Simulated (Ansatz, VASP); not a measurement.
BN: VASP beside Ansatz

The input INCAR:

```
SYSTEM = BN
PREC = Accurate
ENCUT = 520
EDIFF = 1E-6
ISMEAR = 0
SIGMA = 0.05
LREAL = .False.
LASPH = .True.
NELM = 80
ALGO = Normal
ISIF = 2
LWAVE = .False.
LCHARG = .False.
IBRION = 2
NSW = 50
EDIFFG = -0.01
```

File KPOINTS:

```
regular mesh
0
Gamma
  12 12 4
  0 0 0
```

Contents of POSCAR:

```
BN
1.0
    2.3970292072      0.0000000000      0.0000000000
   -1.1985146036      2.1549757989      0.0000000000
    0.0000000000      0.0000000000      6.9713748937
B N
2 2
Direct
    0.3333333333      0.6666666667      0.2500000000
    0.6666666667      0.3333333333      0.7500000000
    0.3333333333      0.6666666667      0.7500000000
    0.6666666667      0.3333333333      0.2500000000
```

Input for Ansatz:

```yaml
crystal:
  lattice:
    - [2.3970292072, 0.0, 0.0]
    - [-1.1985146036, 2.1549757989, 0.0]
    - [0.0, 0.0, 6.9713748937]
  atoms:
    - { symbol: B, position: [0.3333333333, 0.6666666667, 0.25] }
    - { symbol: B, position: [0.6666666667, 0.3333333333, 0.75] }
    - { symbol: "N", position: [0.3333333333, 0.6666666667, 0.75] }
    - { symbol: "N", position: [0.6666666667, 0.3333333333, 0.25] }
basis:
  ecutwfc: 520.0
kpoints:
  mp_grid: { grid: [12, 12, 4] }
hamiltonian:
  xc: lda
  pseudopotentials: { kind: paw, azcp: { folder: soft_1 } }
scf:
  occupations: { method: gaussian, width: 0.05 }
output:
  forces: true
  stress: true
  eigenvalues: true
  write_density: true
  write_potential: true
  elf: true
  volumetric_format: npy
relax:
  adjacent_minimum: "off"
  f_tol: 0.01
  max_steps: 30
```

Change from the starting cell: normal strain along x -0.0367, normal strain along z +0.0733.

Alike in both runs: task relaxation of the atoms; functional LDA; k mesh 12 × 12 × 4; occupations gaussian, width 0.05 eV; no spin polarisation.

```csv
,VASP,Ansatz
version,VASP 6.6.1,Ansatz 0.2.0
potentials or method,"VASP PAW LDA potentials, release 64 (B, N), cutoff 520 eV","scalar-relativistic, plane waves, PAW"
valence electrons in the cell,16,16
```

|  | VASP | Ansatz | Ansatz less VASP |
| --- | --- | --- | --- |
| gap on the k mesh at the Fermi level, each at its own relaxed structure (eV) | 4.02 | 4.14 | +0.113 |

Ansatz warns that its potentials were made for another functional, while VASP's fit it. LDA's correlation is that of Perdew and Zunger in VASP and of Perdew and Wang (1992) in Ansatz. Ansatz's warnings: stress scf threshold loose.
